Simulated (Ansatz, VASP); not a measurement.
Bi: VASP beside Ansatz

The input INCAR:

```
SYSTEM = Bi
PREC = Accurate
ENCUT = 520
EDIFF = 1E-6
ISMEAR = -1
SIGMA = 0.08
LREAL = .False.
LASPH = .True.
NELM = 80
ALGO = Normal
ISIF = 2
LWAVE = .False.
LCHARG = .False.
GGA = PE
NBANDS = 14
```

Contents of KPOINTS:

```
Automatic mesh
0
Gamma
  13 13 13
  0 0 0
```

The input POSCAR:

```
Bi
1.0
   -1.8808570757      1.8808570757      1.8808570757
    1.8808570757     -1.8808570757      1.8808570757
    1.8808570757      1.8808570757     -1.8808570757
Bi
1
Direct
    0.0000000000      0.0000000000      0.0000000000
```

Input for Ansatz:

```yaml
crystal:
  lattice:
    - [-1.8808570757, 1.8808570757, 1.8808570757]
    - [1.8808570757, -1.8808570757, 1.8808570757]
    - [1.8808570757, 1.8808570757, -1.8808570757]
  atoms:
    - { symbol: Bi, position: [0.0, 0.0, 0.0] }
kpoints:
  mp_grid: { grid: [13, 13, 13] }
scf:
  occupations: { method: fermi_dirac, width: 0.08 }
hamiltonian:
  xc: pbe
  pseudopotentials: { kind: all_electron, lapw: { basis_error: 0.001 } }
output:
  forces: true
  stress: true
  eigenvalues: true
  populations: true
```

Change from the starting cell: volume scaled by 0.84, LAPW.

Alike in both runs: task single point; functional PBE; k mesh 13 × 13 × 13; occupations fermi-dirac, width 0.08 eV; no spin polarisation.

```csv
,VASP,Ansatz
version,VASP 6.6.1,Ansatz 0.2.0
potentials or method,"VASP PAW PBE potentials, release 64 (Bi_d), cutoff 520 eV","all-electron LAPW, scalar-relativistic"
```

```tsv
	VASP	Ansatz	Ansatz less VASP
pressure (GPa)	13.4	13.4	+0.09
```

Ansatz ran all-electron here, and VASP with PAW potentials.

Neither program's run includes spin-orbit coupling.
